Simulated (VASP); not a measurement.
Input of a VASP 6.6.1 run:

File POSCAR:

```
Ga3SiCN3
1.0
    0.0000000000      0.0000000000      5.2227060000
    3.1827460000      0.0000000000      0.0000000000
    0.0000000000     10.8489960000      0.0000000000
Si Ga C N
2 6 2 6
Direct
    0.9845680000      0.0000000000      0.1569410000
    0.4845720000      0.5000000000      0.0744440000
    0.0090950000      0.5000000000      0.4032210000
    0.0091990000      0.0000000000      0.6569570000
    0.9982220000      0.5000000000      0.9143880000
    0.4982020000      0.0000000000      0.3169940000
    0.5091950000      0.5000000000      0.5744280000
    0.5091100000      0.0000000000      0.8281650000
    0.3501370000      0.0000000000      0.1456250000
    0.8501350000      0.5000000000      0.0857680000
    0.3842420000      0.5000000000      0.4067250000
    0.3845980000      0.0000000000      0.6598770000
    0.3839410000      0.5000000000      0.9152720000
    0.8839390000      0.0000000000      0.3161180000
    0.8845980000      0.5000000000      0.5715170000
    0.8842470000      0.0000000000      0.8246670000
```

Contents of INCAR.step1:

```
PREC     = Accurate       # precision mode
ENCUT    = 580            # plane-wave cutoff, eV
ISMEAR   = -1             # smearing method
SIGMA    = 0.05           # smearing width, eV
LREAL    = False          # projectors in reciprocal space
LASPH    = True           # aspherical terms in the spheres
NELM     = 120            # most SCF steps
NBANDS   = 76             # bands
GGA      = PE             # functional
ALGO     = Normal         # electronic algorithm
EDIFF    = 1E-5           # SCF threshold, eV
LWAVE    = True           # write WAVECAR
LCHARG   = False          # write CHGCAR
GGA_COMPAT= False
```

The input INCAR.step2:

```
PREC     = Accurate       # precision mode
ENCUT    = 580            # plane-wave cutoff, eV
EDIFF    = 1E-6           # SCF threshold, eV
ISMEAR   = -1             # smearing method
SIGMA    = 0.05           # smearing width, eV
LREAL    = False          # projectors in reciprocal space
LASPH    = True           # aspherical terms in the spheres
NELM     = 120            # most SCF steps
ALGO     = Normal         # electronic algorithm
ISIF     = 2              # what is computed and relaxed
LWAVE    = False          # write WAVECAR
LCHARG   = False          # write CHGCAR
METAGGA  = R2SCAN         # meta-GGA
LMIXTAU  = True         
NBANDS   = 76             # bands
ISTART   = 1            
GGA_COMPAT= False
```

File KPOINTS:

```
regular mesh
0
Gamma
  3 4 1
```

Potentials or basis: VASP PAW PBE potentials, release 64 (Si, Ga_d, C, N).

The run is started by

```console
$ cat potpaw_PBE.64/Si/POTCAR potpaw_PBE.64/Ga_d/POTCAR potpaw_PBE.64/C/POTCAR potpaw_PBE.64/N/POTCAR > POTCAR
$ cp INCAR.step1 INCAR
$ mpirun -np 1 vasp_std > vasp.out
$ cp INCAR.step2 INCAR
$ mpirun -np 1 vasp_std > vasp.out
```

Problem. What does it give for the pressure?

Solution. -3.1 GPa.

Problem. What does it give for the band gap on the k mesh?

Solution. 2.60 eV.

Problem. Estimate the largest force.

Solution. 0.161 eV/Å.

Forces on the atoms (eV/Å):
```
Si   0.000  0.072 -0.029
Si   0.000 -0.071 -0.029
Ga   0.000  0.010  0.005
Ga   0.000  0.024 -0.005
Ga   0.000 -0.007 -0.035
Ga   0.000 -0.004 -0.041
Ga   0.000 -0.004 -0.002
Ga   0.000 -0.015 -0.002
C    0.000 -0.087 -0.002
C    0.000  0.084 -0.001
N    0.000  0.023  0.008
N    0.000  0.006 -0.001
N    0.000  0.147  0.065
N    0.000 -0.148  0.064
N    0.000 -0.008 -0.001
N    0.000 -0.024  0.007
```

Caveat: the k points lie up to 0.58 Å⁻¹ apart; the PAW data sets were made with another functional, which shifts forces and pressure a little.
